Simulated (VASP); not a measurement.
# RbBr (Pm-3m) in VASP: a series of runs, part 2 of 2

VASP 6.6.1. The steps go on from the part before.

### Step 5. Single point, PBE

This run uses another cell than the first one, of 21.24 Å³/atom.

INCAR reads:

```
SYSTEM = RbBr
PREC = Accurate
ENCUT = 520
EDIFF = 1E-6
ISMEAR = 0
SIGMA = 0.02
LREAL = .FALSE.
LASPH = .TRUE.
NELM = 100
ALGO = Normal
ISIF = 2
LWAVE = .FALSE.
LCHARG = .FALSE.
GGA = PE
NBANDS = 15
```

KPOINTS reads:

```
Automatic mesh
0
G
  6 6 6
  0 0 0
```

POSCAR reads:

```
RbBr
1.0
    3.4892849165      0.0000000000      0.0000000000
    0.0000000000      3.4892849165      0.0000000000
    0.0000000000      0.0000000000      3.4892849165
Rb Br
1 1
Direct
    0.0000000000      0.0000000000      0.0000000000
    0.5000000000      0.5000000000      0.5000000000
```

The run is started by

```
cat potpaw_PBE.64/Rb_sv/POTCAR potpaw_PBE.64/Br/POTCAR > POTCAR
mpirun -np 1 vasp_std > vasp.out
```

It took 27 s on 1 thread of Intel Xeon 8259CL, shared host; peak memory 0.15 GiB.

The run converged. Its results:

- Free energy: -4.2603 eV
- Pressure: 30.5 GPa
- Band gap on the k mesh: 4.28 eV

Levels at points of the mesh, in eV from the valence-band top:
| k point | band 4 | band 5 | band 6 | band 7 | band 8 | band 9 | band 10 | band 11 | band 12 | band 13 |
| --- | --- | --- | --- | --- | --- | --- | --- | --- | --- | --- |
| (0.00, 0.00, 0.00) | -8.81 | -8.81 | 0.00 | 0.00 | 0.00 | 4.28 | 4.28 | 6.87 | 11.06 | 11.06 |
| (0.50, 0.00, 0.00) | -8.51 | -8.51 | -3.43 | -0.70 | -0.70 | 6.40 | 8.29 | 10.12 | 10.67 | 11.89 |
| (0.50, 0.50, 0.00) | -10.15 | -8.36 | -1.43 | -1.43 | -0.02 | 5.13 | 6.51 | 7.87 | 7.87 | 14.82 |
| (0.50, 0.50, 0.50) | -9.58 | -9.58 | -3.23 | -3.23 | -3.23 | 10.45 | 10.45 | 10.45 | 12.39 | 12.39 |

Caveat: the cell stands under pressure.

### Step 6. Single point, PBE

This run uses another cell than the first one, of 24.75 Å³/atom.

INCAR reads:

```
PREC = Accurate
ENCUT = 520
EDIFF = 1E-6
ISMEAR = 0
SIGMA = 0.02
LREAL = False
LASPH = True
NELM = 80
ALGO = Normal
ISIF = 2
LWAVE = False
LCHARG = True
GGA = PE
LELF = True
LVHAR = True
NBANDS = 15
```

KPOINTS reads:

```
Automatic mesh
0
Gamma
  6 6 6
```

POSCAR reads:

```
RbBr
1.0
    3.6717030031      0.0000000000      0.0000000000
    0.0000000000      3.6717030031      0.0000000000
    0.0000000000      0.0000000000      3.6717030031
Rb Br
1 1
Direct
    0.0000000000      0.0000000000      0.0000000000
    0.5000000000      0.5000000000      0.5000000000
```

Potentials or basis: VASP PAW PBE potentials, release 64 (Rb_sv, Br).

The run is started by

```
cat potpaw_PBE.64/Rb_sv/POTCAR potpaw_PBE.64/Br/POTCAR > POTCAR
mpirun -np 1 vasp_std > vasp.out
```

OUTCAR:

```text
PREC = Accurate
   ENCUT = 520
   EDIFF = 1E-6
   ISMEAR = 0
   LREAL = False
   LASPH = True
   NELM = 80
   ISIF = 2
   GGA = PE

 ion  position               nearest neighbor table
   1  0.000  0.000  0.000-   2 3.18   2 3.18   2 3.18   2 3.18   2 3.18   2 3.18   2 3.18   2 3.18

   2  0.500  0.500  0.500-   1 3.18   1 3.18   1 3.18   1 3.18   1 3.18   1 3.18   1 3.18   1 3.18

  LATTYP: Found a simple cubic cell.
 ALAT       =     3.6717030031

  Lattice vectors:

 A1 = (   3.6717030031,   0.0000000000,   0.0000000000)
 A2 = (   0.0000000000,   3.6717030031,   0.0000000000)
 A3 = (   0.0000000000,   0.0000000000,   3.6717030031)

Analysis of symmetry for initial positions (statically):
=====================================================================
 Subroutine PRICEL returns:
 Original cell was already a primitive cell.

 Routine SETGRP: Setting up the symmetry group for a
 simple cubic supercell.

 Subroutine GETGRP returns: Found 48 space group operations
 (whereof 48 operations were pure point group operations)
 out of a pool of 48 trial point group operations.

The static configuration has the point symmetry O_h .
[... 170 lines left out ...]
      5      -7.2749      2.00000
      6       1.3828      2.00000
      7       1.3828      2.00000
      8       1.3828      2.00000
      9       6.3307      0.00000
     10       6.3307      0.00000
     11       7.2278      0.00000
     12      12.2567      0.00000
     13      12.2567      0.00000
     14      12.2567      0.00000
[... 329 lines left out ...]
      2     -11.2044      2.00000
      3      -7.8219      2.00000
      4      -7.8219      2.00000
      5      -7.8219      2.00000
      6      -1.0054      2.00000
      7      -1.0054      2.00000
      8      -1.0054      2.00000
      9      11.1344      0.00000
     10      11.1344      0.00000
     11      11.1344      0.00000
     12      12.8139      0.00000
     13      12.8139      0.00000
     14      12.8139      0.00000
     15      15.6956      0.00000

------------------------ aborting loop because EDIFF is reached ----------------------------------------

  FORCE on cell =-STRESS in cart. coord.  units (eV):
  Direction    XX          YY          ZZ          XY          YZ          ZX
  --------------------------------------------------------------------------------------
  -------------------------------------------------------------------------------------
  Total        4.6927934      4.6927934      4.6927934     -0.0000000     -0.0000000      0.0000000
  in kB      151.8935663    151.8935663    151.8935663     -0.0000000     -0.0000000      0.0000000
  external PRESSURE =     151.8935663 kB  Pullay stress =       0.0000000 kB

 VOLUME and BASIS-vectors are now :
 -----------------------------------------------------------------------------
  energy-cutoff  :      520.00
  volume of cell :       49.50
      direct lattice vectors                 reciprocal lattice vectors
     3.671703003  0.000000000  0.000000000     0.272353183  0.000000000  0.000000000
     0.000000000  3.671703003  0.000000000     0.000000000  0.272353183  0.000000000
     0.000000000  0.000000000  3.671703003     0.000000000  0.000000000  0.272353183

 POSITION                                       TOTAL-FORCE (eV/Angst)
 -----------------------------------------------------------------------------------
      0.00000      0.00000      0.00000         0.000000      0.000000      0.000000
      1.83585      1.83585      1.83585         0.000000      0.000000      0.000000
 -----------------------------------------------------------------------------------
    total drift:                               -0.000000      0.000000      0.000000

  FREE ENERGIE OF THE ION-ELECTRON SYSTEM (eV)
  ---------------------------------------------------
  free  energy   TOTEN  =        -5.2219182295 eV

  energy  without entropy=       -5.2219182295  energy(sigma->0) =       -5.22191823
```

stdout:

```text
POSCAR found type information on POSCAR RbBr
 POSCAR found :  2 types and       2 ions
 scaLAPACK will be used
 LDA part: xc-table for (Slater+PW92), standard interpolation
 POSCAR, INCAR and KPOINTS ok, starting setup
 FFT: planning ... GRIDC
 FFT: planning ... GRID_SOFT
 FFT: planning ... GRID
 WAVECAR not read
 entering main loop
```

It took 27 s on 1 thread of Intel Xeon 8259CL, shared host; peak memory 0.16 GiB.

Results:

```yaml
Free_energy: -5.2219 eV
Pressure: 15.2 GPa
Band_gap_on_the_k_mesh: 4.86 eV (least direct gap 4.95 eV)
```

Levels at points of the mesh, in eV from the valence-band top:
```tsv
k point	band 6	band 7	band 8	band 9	band 10	band 11
(0.00, 0.00, 0.00)	-0.09	-0.09	-0.09	4.86	4.86	5.75
(0.50, 0.00, 0.00)	-2.82	-0.49	-0.49	6.71	8.54	9.07
(0.50, 0.50, 0.00)	-1.37	-1.37	0.00	5.28	6.46	8.02
(0.50, 0.50, 0.50)	-2.48	-2.48	-2.48	9.66	9.66	9.66
```

Caveat: the cell stands under pressure.

### Step 7. Overview

```tsv
task	cell	cutoff (eV)	smearing	gap on the mesh (eV)	pressure (GPa)
single point	a = 3.910 Å, 2 atoms	520	gaussian 0.01 eV	4.72	5.1
relaxation of cell and atoms	relaxed to 21 GPa from a = 4.197 Å, 2 atoms	600	gaussian 0.01 eV	4.63	21.0
relaxation of cell and atoms	relaxed to 5 GPa from a = 4.197 Å, 2 atoms	600	gaussian 0.01 eV	4.71	5.0
single point	a = 3.489 Å, 2 atoms	520	gaussian 0.02 eV	4.28	30.5
single point	a = 3.672 Å, 2 atoms	520	gaussian 0.02 eV	4.86	15.2
```

Alike in all rows: level PBE; potentials or basis VASP PAW PBE potentials, release 64 (Rb_sv, Br); no spin polarisation; k mesh 6 × 6 × 6.

Caveats: the cell stands under pressure (at least some runs); the cell is relaxed towards a set pressure, so the run minimises the enthalpy, not the energy (at least some runs); the volume moved by over 15 % at a fixed basis, so the end points are rough (at least some runs).

Absolute energies hang on the potentials; compare differences alone.
